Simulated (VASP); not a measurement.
Write the native input for VASP 6.6.1 that does the following.

* Task: single point
* Functional: PBE
* Potentials or basis: VASP PAW PBE potentials, release 64 (B, P)
* Cutoff: 520 eV
* k mesh: 12 × 12 × 12
* Occupations: gaussian, width 0.05 eV
* Spin: no spin polarisation
* Dipole correction: no
* Further INCAR settings: ALGO = Normal; EDIFF = 1e-06; NBANDS = 11

The structure of BP lies in POSCAR:

```
BP
1.0
    0.0000000000      2.3000860547      2.2080826125
    2.3000860547      0.0000000000      2.2080826125
    2.3000860547      2.3000860547      0.0000000000
B P
1 1
Direct
    0.0000000000      0.0000000000      0.0000000000
    0.7500000000      0.7500000000      0.7500000000
```

This cell differs from its parent crystal: ratio of the length along z to the lengths across it x 0.96, volume and fractional coordinates fixed.

The input as run:

INCAR

```
  PREC = Accurate
  ENCUT = 520
  EDIFF = 1E-6
  ISMEAR = 0
  SIGMA = 0.05
  LREAL = False
  LASPH = True
  NELM = 80
  ALGO = Normal
  ISIF = 2
  LWAVE = False
  LCHARG = True
  GGA = PE
  LELF = True
  LVHAR = True
  NBANDS = 11
```

KPOINTS

```
Automatic mesh
0
Gamma
  12 12 12
```

Potentials or basis: VASP PAW PBE potentials, release 64 (B, P).

Launch:

```bash
$ cat potpaw_PBE.64/B/POTCAR potpaw_PBE.64/P/POTCAR > POTCAR
$ mpirun -np 1 vasp_std > vasp.out
```

Results of the run:

| Quantity | Value |
| --- | --- |
| Pressure | 0.9 GPa |
| Band gap on the k mesh | 0.63 eV, indirect (least direct gap 3.00 eV) |

Run time: 18 s on 1 thread of AMD EPYC 9R45 96-Core Processor (Zen 5), on a shared host, peak memory 0.13 GiB.
